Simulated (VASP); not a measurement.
**Ga32HO48 (a cell with a defect) (H interstitial hop between voids): single point with PBE**

Crystal: Ga32HO48 (a cell with a defect) (H interstitial hop between voids).

```xyz
81
Lattice="5.0580 2.9202 9.0826 -5.0580 2.9202 9.0826 0.0000 -5.8404 9.0826" Properties=species:S:1:pos:R:3 pbc="T T T"
Ga   -0.0054   -0.0045   11.7042
Ga    0.0487    0.1054    8.9120
Ga    0.0032   -0.0256    1.9629
Ga    0.0086    0.0140    4.7956
Ga    0.0091   -2.9211   16.1925
Ga    0.0097   -2.9248   13.3131
Ga    0.0180   -3.0044    6.4473
Ga    0.0672   -2.9877    9.4482
Ga   -2.5280    1.4572   16.2048
Ga   -2.5271    1.4479   13.3125
Ga   -2.5334    1.4715    6.4971
Ga   -2.5326    1.4642    9.3856
Ga   -2.5228   -1.4687   20.7447
Ga   -2.5096   -1.4701   17.8478
Ga   -2.5239   -1.4653   11.0308
Ga   -2.5140   -1.4759   13.9086
Ga    2.4254    1.4632   16.1315
Ga    2.5320    1.4581   13.2800
Ga    2.5327    1.4573    6.5025
Ga    2.5660    1.4714    9.3843
Ga    2.5286   -1.4718   20.7403
Ga    2.5310   -1.4531   17.8492
Ga    2.5356   -1.4643   11.0390
Ga    2.5318   -1.4668   13.9247
Ga    0.0072    2.9037   20.7370
Ga    0.0032    2.9115   17.8571
Ga    0.0021    2.9327   11.0453
Ga   -0.0107    2.9190   13.9258
Ga   -0.0012   -0.0143   25.2819
Ga    0.0062   -0.0119   22.3882
Ga   -0.0232   -0.0198   15.5787
Ga    0.0001   -0.0003   18.4680
O     0.7762    1.5881    5.6662
O     0.9707   -1.4753    5.6794
O    -1.7719   -0.1110    5.6363
O    -0.7378   -1.3356    7.7377
O     1.7648    0.1294    7.9561
O    -0.9836    1.4775    7.9594
O     0.7587   -1.3385   10.1939
O     1.0175   -4.4208   10.2322
O    -1.7274   -3.0162   10.1576
O    -0.7629   -4.5065   12.4694
O     1.7632   -2.7933   12.4720
O    -0.9885   -1.4728   12.4788
O    -1.7528    3.0476   10.2174
O    -1.5261    0.0060   10.2142
O    -4.2834    1.3199   10.2144
O    -3.2912   -0.1405   12.4808
O    -0.7709    1.5869   12.4867
O    -3.5184    2.9095   12.4922
O    -1.7748    0.1185   14.7539
O    -1.5299   -2.9249   14.7528
O    -4.2704   -1.6286   14.7380
O    -3.2999   -3.0494   17.0259
O    -0.7610   -1.3295   17.0202
O    -3.5511   -0.0017   17.0314
O     3.3107    3.0625   10.2137
O     3.5288   -0.0037   10.2186
O     0.8040    1.3458   10.2439
O     1.7652   -0.1394   12.4780
O     4.2955    1.5810   12.4788
O     1.5312    2.9147   12.4768
O     3.3001    0.1316   14.7609
O     3.5270   -2.9186   14.7635
O     0.7701   -1.5914   14.7482
O     1.7698   -3.0485   17.0275
O     4.3035   -1.2862   17.0247
O     1.5441    0.0024   17.0189
O     0.7632    4.4998   14.7534
O     0.9741    1.4417   14.7355
O    -1.7681    2.7811   14.7600
O    -0.7666    1.3242   17.0233
O     1.7561    3.0473   17.0165
O    -0.9865    4.3806   17.0339
O     0.7746    1.5834   19.2918
O     1.0054   -1.4548   19.2919
O    -1.7636   -0.1339   19.2880
O    -0.7672   -1.5957   21.5679
O     1.7707    0.1189   21.5513
O    -0.9879    1.4527   21.5717
H    -0.3851   -0.7206    7.0146
```

| Quantity | Value |
| --- | --- |
| Program | VASP 6.6.1 |
| Task | single point |
| Functional | PBE |
| Potentials or basis | VASP PAW PBE potentials, release 64 (Ga_d, O, H) |
| Cutoff | 520 eV |
| k mesh | 1 × 1 × 1 |
| Occupations | fermi-dirac, width 0.01 eV |
| Spin | no spin polarisation |

The largest force is 1.006 eV/Å.

Forces in eV/Å, atoms in the order of the input:
```
Ga  -0.005  0.005  0.122
Ga   0.063  0.138  0.291
Ga   0.008 -0.021 -0.059
Ga   0.013  0.032 -0.168
Ga   0.006 -0.017  0.020
Ga   0.007 -0.005  0.009
Ga   0.032 -0.063 -0.081
Ga   0.083 -0.043  0.058
Ga  -0.017  0.029  0.040
Ga  -0.001  0.004  0.010
Ga   0.014  0.007 -0.027
Ga  -0.001  0.004 -0.004
Ga   0.008  0.002  0.011
Ga   0.026 -0.003 -0.023
Ga   0.008  0.003 -0.013
Ga   0.015 -0.005 -0.002
Ga  -0.100  0.011 -0.040
Ga   0.017  0.007 -0.030
Ga  -0.022  0.002 -0.019
Ga   0.030  0.029  0.000
Ga   0.001 -0.003 -0.001
Ga   0.009  0.024 -0.024
Ga   0.010  0.005 -0.002
Ga   0.004 -0.004  0.016
Ga   0.014 -0.010  0.001
Ga  -0.001  0.002 -0.009
Ga   0.004  0.028  0.007
Ga  -0.006  0.010  0.014
Ga  -0.002 -0.007  0.008
Ga   0.008 -0.006 -0.029
Ga  -0.028 -0.012 -0.009
Ga   0.003  0.010  0.020
O   -0.047 -0.089  0.032
O   -0.086  0.098  0.049
O    0.106  0.037 -0.004
O    0.086  0.379 -0.258
O   -0.109  0.011 -0.021
O    0.064 -0.070 -0.020
O   -0.017 -0.003  0.009
O    0.042 -0.044  0.006
O    0.043  0.075 -0.092
O    0.010  0.029 -0.052
O   -0.005 -0.008  0.013
O   -0.004 -0.007  0.013
O    0.021 -0.006 -0.021
O    0.003  0.026  0.042
O    0.000 -0.013 -0.016
O   -0.003  0.016  0.027
O    0.001  0.022  0.026
O    0.012 -0.010 -0.022
O   -0.038  0.016  0.009
O    0.012  0.004  0.006
O    0.026 -0.032 -0.019
O    0.018 -0.004 -0.008
O    0.017  0.005 -0.003
O   -0.036  0.018  0.001
O    0.011  0.037 -0.022
O   -0.009  0.006 -0.018
O    0.064  0.042  0.088
O    0.016 -0.011  0.018
O   -0.004 -0.001 -0.035
O    0.014  0.007  0.022
O    0.003  0.021  0.012
O    0.003  0.005  0.009
O    0.000 -0.013  0.002
O    0.011  0.008 -0.002
O    0.019  0.092 -0.009
O    0.014  0.021 -0.003
O    0.007 -0.001  0.000
O   -0.008 -0.004 -0.025
O   -0.014  0.001  0.011
O   -0.006  0.001 -0.001
O    0.002  0.015 -0.015
O   -0.016  0.005 -0.003
O    0.008  0.008  0.000
O    0.021  0.015  0.006
O   -0.008  0.005 -0.001
O    0.005 -0.001 -0.002
O    0.017  0.006 -0.023
O   -0.001  0.004  0.003
H   -0.466 -0.868  0.203
```

Levels at points of the mesh, in eV from the Fermi level:
| k point | band 351 | band 352 | band 353 | band 354 | band 355 | band 356 |
| --- | --- | --- | --- | --- | --- | --- |
| (0.00, 0.00, 0.00) | -2.76 | -2.75 | -0.30 | 2.74 | 2.81 | 3.09 |

It took 73 min on 1 thread of AMD EPYC 7R13 Processor (Zen 3) (shared host), peak memory 0.98 GiB.

Caveat: the k points lie up to 0.75 Å⁻¹ apart; the cell carries a net charge on a neutralising background, which shifts energy and pressure; the cell is charged against a uniform background, so pressure and absolute levels hang on convention.
